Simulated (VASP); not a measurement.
# Hg (R-3m) in VASP: relaxation of cell and atoms with PBE

Aim: the relaxation of cell and atoms of Hg with PBE.

Program: VASP 6.6.1. These are calculated values, not measurements. Logs are shortened: lines on timing, memory, paths and dates and some standing lists are left out, and cuts for length are marked.

## Step 1: The cell of the first run

The structure is trigonal, space group R-3m (No. 166). The conventional cell has a = 3.457 Å, b = 3.457 Å, c = 6.663 Å, α = 90.00°, β = 90.00°, γ = 120.00°. Hg (site symmetry -3m) has 12 Hg at 2.99 to 3.46 Å within 3.9 Å.

## Step 2: Relaxation of cell and atoms, PBE

INCAR reads:

```
  PREC = Accurate
  ENCUT = 550
  EDIFF = 1E-7
  ISMEAR = 0
  SIGMA = 0.05
  LREAL = F
  LASPH = T
  NELM = 120
  ALGO = Normal
  ISIF = 3
  LWAVE = F
  LCHARG = F
  GGA = PE
  IBRION = 2
  NSW = 80
  EDIFFG = -0.03
  GGA_COMPAT = F
  NELMIN = 4
```

KPOINTS reads:

```
regular mesh
0
Gamma
  8 8 8
```

POSCAR reads:

```
Hg
1.0
    1.7287050000      0.9980682971      2.2211333333
   -1.7287050000      0.9980682971      2.2211333333
    0.0000000000     -1.9961365942      2.2211333333
Hg
1
Direct
    0.0000000000      0.0000000000      0.0000000000
```

Potentials or basis: VASP PAW PBE potentials, release 64 (Hg_sv_GW).

On the command line:

```sh
> cat potpaw_PBE.64/Hg_sv_GW/POTCAR > POTCAR
> mpirun -np 1 vasp_std > vasp.out
```

OUTCAR:

```text
PREC = Accurate
   ENCUT = 550
   EDIFF = 1E-7
   ISMEAR = 0
   LREAL = F
   LASPH = T
   NELM = 120
   ISIF = 3
   GGA = PE
   IBRION = 2
   NSW = 80
   EDIFFG = -0.03
   NELMIN = 4

 ion  position               nearest neighbor table
   1  0.000  0.000  0.000-

  LATTYP: Found a trigonal (rhomboedric) cell.
 ALAT       =     2.9863011548
 COS(alpha) =     0.3297997778

  Lattice vectors:

 A1 = (   1.7287050000,   0.9980682971,   2.2211333333)
 A2 = (  -1.7287050000,   0.9980682971,   2.2211333333)
 A3 = (   0.0000000000,  -1.9961365942,   2.2211333333)

Analysis of symmetry for initial positions (statically):
=====================================================================
 Subroutine PRICEL returns:
 Original cell was already a primitive cell.

 Routine SETGRP: Setting up the symmetry group for a
 trigonal (rhombohedral) supercell.

 Subroutine GETGRP returns: Found 12 space group operations
 (whereof 12 operations were pure point group operations)
 out of a pool of 12 trial point group operations.

The static configuration has the point symmetry D_3d.

Analysis of symmetry for dynamics (positions and initial velocities):
=====================================================================
 Subroutine PRICEL returns:
 Original cell was already a primitive cell.

 Routine SETGRP: Setting up the symmetry group for a
 trigonal (rhombohedral) supercell.

 Subroutine GETGRP returns: Found 12 space group operations
 (whereof 12 operations were pure point group operations)
 out of a pool of 12 trial point group operations.

The dynamic configuration has the point symmetry D_3d.

 Subroutine INISYM returns: Found 12 space group operations
 (whereof 12 operations are pure point group operations),
 and found     1 'primitive' translations

----------------------------------------------------------------------------------------

                                     Primitive cell

  volume of cell :      22.9936

  direct lattice vectors                    reciprocal lattice vectors
     1.728705000  0.998068297  2.221133333     0.289233848  0.166989240  0.150073536
    -1.728705000  0.998068297  2.221133333    -0.289233848  0.166989240  0.150073536
     0.000000000 -1.996136594  2.221133333     0.000000000 -0.333978481  0.150073536

  length of vectors
     2.986301155  2.986301155  2.986301155     0.366147090  0.366147090  0.366147090

  position of ions in fractional coordinates (direct lattice)
     0.000000000  0.000000000  0.000000000

  ion indices of the primitive-cell ions
   primitive index   ion index
                 1           1

----------------------------------------------------------------------------------------

 KPOINTS: regular mesh

Automatic generation of k-mesh.
 Grid dimensions read from file:
 generate k-points for:    8    8    8

 Generating k-lattice:

  Cartesian coordinates                     Fractional coordinates (reciprocal lattice)
     0.036154231  0.020873655  0.018759192     0.125000000 -0.000000000  0.000000000
    -0.036154231  0.020873655  0.018759192    -0.000000000  0.125000000  0.000000000
     0.000000000 -0.041747310  0.018759192     0.000000000  0.000000000  0.125000000

  Length of vectors
     0.045768386  0.045768386  0.045768386

  Shift w.r.t. Gamma in fractional coordinates (k-lattice)
     0.000000000  0.000000000  0.000000000

 Subroutine IBZKPT returns following result:
 ===========================================

 Found     65 irreducible k-points:

 Following reciprocal coordinates:
            Coordinates               Weight
  0.000000  0.000000  0.000000      1.000000
  0.125000  0.000000 -0.000000      6.000000
  0.250000  0.000000 -0.000000      6.000000
  0.375000  0.000000  0.000000      6.000000
  0.500000  0.000000 -0.000000      3.000000
  0.125000  0.125000 -0.000000      6.000000
[... 16 lines left out ...]
  0.250000  0.125000  0.125000      6.000000
  0.375000  0.125000  0.125000      6.000000
 [... further k-points ...]
   k-points           NKPTS =     65   k-points in BZ     NKDIM =     65   number of bands    NBANDS=     14
   number of dos      NEDOS =    301   number of ions     NIONS =      1
   total plane-waves  NPLWV =  13824
   dimension x,y,z NGX =    24 NGY =   24 NGZ =   24
   dimension x,y,z NGXF=    48 NGYF=   48 NGZF=   48
   ions per type =               1
   NGX,Y,Z   is equivalent  to a cutoff of  13.36, 13.36, 13.36 a.u.
   NGXF,Y,Z  is equivalent  to a cutoff of  26.72, 26.72, 26.72 a.u.
 SYSTEM =  unknown system
   PREC   = accura    normal or accurate (medium, high low for compatibility)
   ISTART =      0    job   : 0-new  1-cont  2-samecut
   ICHARG =      2    charge: 1-file 2-atom 10-const
   ISPIN  =      1    spin polarized calculation?
   LNONCOLLINEAR =      F non collinear calculations
   LSORBIT =      F    spin-orbit coupling
   LASPH  =      T    aspherical Exc in radial PAW
   ENCUT  =  550.0 eV  40.42 Ry    6.36 a.u.   5.71  5.71  5.71*2*pi/ulx,y,z
   NELM   =    120;   NELMIN=  4; NELMDL= -5     # of ELM steps
   EDIFF  = 0.1E-06   stopping-criterion for ELM
   LREAL  =      F    real-space projection
   EDIFFG = -.3E-01   stopping-criterion for IOM
   NSW    =     80    number of steps for IOM
   IBRION =      2    ionic relax: 0-MD 1-quasi-New 2-CG
   NFREE  =      1    steps in history (QN), initial steepest desc. (CG)
   ISIF   =      3    stress and relaxation
   ISYM   =      2    0-nonsym 1-usesym 2-fastsym
   POTIM  = 0.5000    time-step for ionic-motion
   TEBEG  =    0.0;   TEEND  =   0.0 temperature during run
   PSTRESS=    0.0 pullay stress
   NELECT =      20.0000    total number of electrons
   NUPDOWN=      -1.0000    fix difference up-down
   EMIN   =  10.00;   EMAX   =-10.00  energy-range for DOS
   EFERMI =   0.00;   METHOD = LEGACY
   ISMEAR =     0;   SIGMA  =   0.05  broadening in eV -4-tet -1-fermi 0-gaus
   EFERMI_NEDOS =   21; number of points for ismear=-14 and -15
   IALGO  =     38    algorithm
   IMIX   =      4    mixing-type and parameters
     AMIX     =   0.40;   BMIX     =  1.00
     AMIX_MAG =   1.60;   BMIX_MAG =  1.00
  volume/ion in A,a.u.               =      22.99       155.17
  Fermi-wavevector in a.u.,A,eV,Ry     =   1.562725  2.953122 33.226905  2.442109
  Thomas-Fermi vector in A             =   2.665601
   LORBIT       =      0    0 simple, 1 ext, 2 COOP (PROOUT), +10 PAW based schemes
   GGA     = PE    functional components
   LHFCALC =     F    Hartree Fock is set to
   AEXX    =    0.0000 exact exchange contribution
   IVDW    =     0    specifies the selected vdW correction
   LEPSILON=     F    determine dielectric tensor
   LRPA    =     F    only Hartree local field effects (RPA)
 conjugate gradient relaxation of ions
 non-spin polarized calculation
 Gauss-broadening in eV      SIGMA  =   0.05
  energy-cutoff  :      550.00
  volume of cell :       22.99
 maximum number of plane-waves:       686
   NGX = 11   NGY = 11   NGZ = 11

--------------------------------------- Ionic step        1  -------------------------------------------

 number of electron      19.9999991 magnetization

 Free energy of the ion-electron system (eV)
  ---------------------------------------------------
  ext. energy  EPLUGINS =         0.00000000
  ---------------------------------------------------
  free energy    TOTEN  =        -0.09578879 eV

  energy without entropy =       -0.09514651  energy(sigma->0) =       -0.09546765

 E-fermi :   6.2962     XC(G=0): -11.4489

 val. band max:        6.2654114753   @ k =   0.5000   0.1250   0.1250
 cond. band min:       6.4124235256   @ k =  -0.3750   0.3750   0.3750
 fundamental gap:      0.1470120503
 Fermi energy:         6.2962167727

 k-point     1 :       0.0000    0.0000    0.0000
  band No.  band energies     occupation
      1    -108.7446      2.00000
      2     -57.0627      2.00000
      3     -57.0536      2.00000
      4     -57.0536      2.00000
      5      -3.0345      2.00000
      6      -1.4746      2.00000
      7      -1.4746      2.00000
      8      -0.1128      2.00000
      9       0.0514      2.00000
     10       0.0514      2.00000
     11      18.1028      0.00000
     12      18.8301      0.00000
     13      18.8301      0.00000
     14      23.5940      0.00000
[... 375 lines left out ...]
 k-point    24 :       0.3750    0.1250    0.1250
  band No.  band energies     occupation
      1    -108.7429      2.00000
      2     -57.1052      2.00000
      3     -57.0637      2.00000
      4     -57.0558      2.00000
      5      -1.6151      2.00000
      6      -1.1708      2.00000
      7      -0.5149      2.00000
      8      -0.3306      2.00000
      9      -0.2281      2.00000
     10       1.1770      2.00000
     11      10.0906      0.00000
     12      19.6885      0.00000
     13      20.3772      0.00000
     14      20.9796      0.00000

 [... further k-points ...]

------------------------ aborting loop because EDIFF is reached ----------------------------------------

  FORCE on cell =-STRESS in cart. coord.  units (eV):
  Direction    XX          YY          ZZ          XY          YZ          ZX
  --------------------------------------------------------------------------------------
  -------------------------------------------------------------------------------------
  Total        0.9499840      0.9499840      0.8461209      0.0000000      0.0000000      0.0000000
  in kB       66.1941854     66.1941854     58.9570844      0.0000000      0.0000000      0.0000000
  external PRESSURE =      63.7818184 kB  Pullay stress =       0.0000000 kB
[... 195 lines left out ...]
  energy  without entropy=       -0.1560334704  energy(sigma->0) =       -0.15635317

--------------------------------------- Ionic step        7  -------------------------------------------

 number of electron      19.9999989 magnetization

 Free energy of the ion-electron system (eV)
  ---------------------------------------------------
  ext. energy  EPLUGINS =         0.00000000
  ---------------------------------------------------
  free energy    TOTEN  =        -0.15823285 eV

  energy without entropy =       -0.15802581  energy(sigma->0) =       -0.15812933

 E-fermi :   4.9095     XC(G=0): -10.6289

 val. band max:        4.7251571583   @ k =   0.5000   0.5000   0.3750
 cond. band min:       4.9437288459   @ k =  -0.3750   0.3750   0.3750
 fundamental gap:      0.2185716875
 Fermi energy:         4.9095253527

 k-point     1 :       0.0000    0.0000    0.0000
  band No.  band energies     occupation
      1    -109.9200      2.00000
      2     -58.2497      2.00000
      3     -58.2436      2.00000
      4     -58.2436      2.00000
      5      -3.4565      2.00000
      6      -2.5274      2.00000
      7      -2.5274      2.00000
      8      -1.2410      2.00000
      9      -1.1859      2.00000
     10      -1.1859      2.00000
     11      16.0318      0.00000
     12      16.1256      0.00000
     13      16.1256      0.00000
     14      20.2540      0.00000
[... 375 lines left out ...]
 k-point    24 :       0.3750    0.1250    0.1250
  band No.  band energies     occupation
      1    -109.9190      2.00000
      2     -58.2752      2.00000
      3     -58.2491      2.00000
      4     -58.2444      2.00000
      5      -2.4278      2.00000
      6      -2.2550      2.00000
      7      -1.5640      2.00000
      8      -1.5519      2.00000
      9      -1.3727      2.00000
     10       0.0226      2.00000
     11       7.9988      0.00000
     12      17.4078      0.00000
     13      17.5177      0.00000
     14      19.3648      0.00000

 [... further k-points ...]

------------------------ aborting loop because EDIFF is reached ----------------------------------------

  FORCE on cell =-STRESS in cart. coord.  units (eV):
  Direction    XX          YY          ZZ          XY          YZ          ZX
  --------------------------------------------------------------------------------------
  -------------------------------------------------------------------------------------
  Total       -0.0162897     -0.0162897     -0.0090878      0.0000000      0.0000000      0.0000000
  in kB       -0.9892953     -0.9892953     -0.5519131      0.0000000      0.0000000      0.0000000
  external PRESSURE =      -0.8435013 kB  Pullay stress =       0.0000000 kB
[... 16 lines left out ...]
  FREE ENERGIE OF THE ION-ELECTRON SYSTEM (eV)
  ---------------------------------------------------
  free  energy   TOTEN  =        -0.1582328509 eV

  energy  without entropy=       -0.1580258133  energy(sigma->0) =       -0.15812933

 reached required accuracy - stopping structural energy minimisation
```

Run time: 61 s. Hardware: 1 thread of Intel Xeon Platinum 8488C (Sapphire Rapids), shared host; peak memory 0.17 GiB.

Results:

```yaml
Free_energy: -0.1582 eV
Relaxed_volume: 26.38 Å³/atom
Relaxed_cell: a = 3.093 Å, b = 3.093 Å, c = 3.093 Å, α = 73.08°, β = 73.08°, γ = 73.08°
Space_group_after_relaxing_to_0.1_Å: R-3m (No. 166)
Energy_gained_by_relaxing: 62.4 meV/atom
Ionic_steps: 7
Pressure_after_relaxing: -0.1 GPa
Band_gap_on_the_k_mesh: zero (bands 10 and 11 overlap by 2.75 eV)
```

The path:
| step | energy change (eV) | largest force (eV/Å) | pressure (GPa) | volume (Å³) |
| --- | --- | --- | --- | --- |
| 1 | 0.0000 | 0.0000 | 6.38 | 22.99 |
| 2 | -0.0594 | 0.0000 | 0.30 | 26.18 |
| 3 | -0.0597 | 0.0000 | -0.07 | 26.45 |
| 4 | -0.0597 | 0.0000 | 0.03 | 26.38 |
| 5 | -0.0601 | 0.0000 | 0.04 | 26.38 |
| 6 | -0.0609 | 0.0000 | -0.09 | 26.39 |
| 7 | -0.0624 | 0.0000 | -0.08 | 26.38 |

Final structure:
```
CELL_PARAMETERS angstrom
1.84144 1.06315 2.24593
-1.84144 1.06315 2.24593
0.00000 -2.12631 2.24593
ATOMIC_POSITIONS crystal
Hg 0.00000 0.00000 0.00000
```

Caveat: spin-orbit coupling is left out, which moves the levels of the heavy elements.

The gap in the log of VASP goes by the Fermi energy; the results here count the filled bands.